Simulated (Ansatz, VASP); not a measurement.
SiMo3: VASP beside Ansatz

File INCAR:

```
SYSTEM = SiMo3
  PREC = Accurate
  ENCUT = 600
  EDIFF = 1E-6
  ISMEAR = 0
  SIGMA = 0.1
  LREAL = .False.
  LASPH = .True.
  NELM = 100
  ALGO = Fast
  ISIF = 3
  LWAVE = .False.
  LCHARG = .False.
  GGA = PE
  IBRION = 2
  NSW = 100
  EDIFFG = -0.01
```

The input KPOINTS:

```
regular mesh
0
Gamma
  12 12 12
  0 0 0
```

Contents of POSCAR:

```
SiMo3
1.0
    3.9131457671      0.0000000000      0.0000000000
    0.0000000000      3.9131457671      0.0000000000
    0.0000000000      0.0000000000      3.9131457671
Si Mo
1 3
Direct
    0.0000000000      0.0000000000      0.0000000000
    0.0000000000      0.5000000000      0.5000000000
    0.5000000000      0.0000000000      0.5000000000
    0.5000000000      0.5000000000      0.0000000000
```

Input for Ansatz:

```yaml
crystal:
  lattice:
    - [3.9131457671, 0.0, 0.0]
    - [0.0, 3.9131457671, 0.0]
    - [0.0, 0.0, 3.9131457671]
  atoms:
    - { symbol: Si, position: [0.0, 0.0, 0.0] }
    - { symbol: Mo, position: [0.0, 0.5, 0.5] }
    - { symbol: Mo, position: [0.5, 0.0, 0.5] }
    - { symbol: Mo, position: [0.5, 0.5, 0.0] }
basis:
  ecutwfc: 420
kpoints:
  mp_grid: { grid: [12, 12, 12] }
hamiltonian:
  xc: pbe
scf:
  occupations: { method: gaussian, width: 0.1 }
output:
  forces: true
  stress: true
  eigenvalues: true
relax:
  adjacent_minimum: "off"
  f_tol: 0.01
  max_steps: 80
  cell: { stress_tol: 0.05 }
```

Alike in both runs: task relaxation of cell and atoms; functional PBE; k mesh 12 × 12 × 12; occupations gaussian, width 0.1 eV; no spin polarisation.

|  | VASP | Ansatz |
| --- | --- | --- |
| version | VASP 6.6.1 | Ansatz 0.2.0 |
| potentials or method | VASP PAW PBE potentials, release 64 (Si, Mo_sv), cutoff 600 eV | scalar-relativistic, plane waves, PAW |
| valence electrons in the cell | 46 | 46 |

|  | VASP | Ansatz | Ansatz less VASP |
| --- | --- | --- | --- |
| gap on the k mesh at the Fermi level, each at its own relaxed structure (eV) | none | none | - |
| relaxed volume (Å³/atom) | 15.02 | 15.00 | -0.018 |
| relaxed cell length with the largest relative difference (Å) | 3.917 | 3.915 | -0.0016 |

A gap of «none» marks a metal or a gap that the smearing closes.
